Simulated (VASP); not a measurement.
SnO, 4 atoms in the cell. It takes space group Pmn2_1 (No. 31, orthorhombic). The conventional cell has a = 3.303 Å, b = 5.758 Å, c = 4.001 Å, α = 90.00°, β = 90.00°, γ = 90.00°. Sn (site symmetry m) has 3 O at 2.12 to 2.13 Å within 2.8 Å. Within 2.9 Å of O (site symmetry m) lie 3 Sn at 2.12 to 2.13 Å and 4 O at 2.87 Å. 

* Program: VASP 6.6.1
* Task: single point
* Functional: r2SCAN
* Potentials or basis: VASP PAW PBE potentials, release 64 (Sn_d, O)
* Cutoff: 520 eV
* k mesh: 8 × 4 × 6
* Occupations: gaussian, width 0.01 eV
* Spin: no spin polarisation
* Dipole correction: no
* Further INCAR settings: ALGO = Normal; EDIFF = 1e-07; NBANDS = 28

Potentials or basis: VASP PAW PBE potentials, release 64 (Sn_d, O).

Run with:

```bash
$ cat potpaw_PBE.64/Sn_d/POTCAR potpaw_PBE.64/O/POTCAR > POTCAR
$ cp INCAR.step1 INCAR
$ mpirun -np 1 vasp_std > vasp.out
$ cp INCAR.step2 INCAR
$ mpirun -np 1 vasp_std > vasp.out
```

Hardware: 1 thread of AMD EPYC 9R45 96-Core Processor (Zen 5), with other jobs on the host.

Question: Estimate the wall time of this run.

Answer: Run time: 4.3 min on 1 thread of AMD EPYC 9R45 96-Core Processor (Zen 5), with other jobs on the host, peak memory 0.24 GiB. Counts: k points 60.
